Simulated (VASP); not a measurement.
A run of VASP 6.6.1 is set up as follows.

INCAR

```
PREC     = Accurate       # precision mode
ENCUT    = 520            # plane-wave cutoff, eV
EDIFF    = 1E-7           # SCF threshold, eV
ISMEAR   = 0              # smearing method
SIGMA    = 0.1            # smearing width, eV
LREAL    = F              # projectors in reciprocal space
LASPH    = T              # aspherical terms in the spheres
NELM     = 150            # most SCF steps
ALGO     = Normal         # electronic algorithm
ISIF     = 2              # what is computed and relaxed
LWAVE    = F              # write WAVECAR
LCHARG   = F              # write CHGCAR
ISPIN    = 2              # spin polarisation
MAGMOM   = 3.79 -0.61 -0.61 -0.41 -0.41 # initial moments
LORBIT   = 11             # projections on sites
LMAXMIX  = 4              # l up to which the mixer works
GGA      = PE             # functional
NBANDS   = 33             # bands
```

File KPOINTS:

```
regular mesh
0
Gamma
  6 6 6
```

File POSCAR:

```
WCl2F2
1.0
   -2.1837215100      2.1837215100      4.9690102100
    2.1837215100     -2.1837215100      4.9690102100
    2.1837215100      2.1837215100     -4.9690102100
W Cl F
1 2 2
Direct
    0.0000000000      0.0000000000      0.0000000000
    0.3540000000      0.3540000000      0.0000000000
    0.6460000000      0.6460000000      0.0000000000
    0.7500000000      0.2500000000      0.5000000000
    0.2500000000      0.7500000000      0.5000000000
```

Potentials or basis: VASP PAW PBE potentials, release 64 (W_sv, Cl, F).

The run is started by

```console
$ cat potpaw_PBE.64/W_sv/POTCAR potpaw_PBE.64/Cl/POTCAR potpaw_PBE.64/F/POTCAR > POTCAR
$ mpirun -np 1 vasp_std > vasp.out
```

Task: Estimate the pressure.

Result: -3.1 GPa.

Task: Estimate the net moment.

Result: 2.00 μB per cell.

Task: Estimate the largest force.

Result: 1.325 eV/Å.

Stress tensor (GPa, compression positive):
```
-2.05  0.00  0.00
 0.00 -2.05  0.00
 0.00  0.00 -5.10
```

Caveat: forces of over 1 eV/Å act on the atoms, so gaps and moduli don't describe the material at rest.
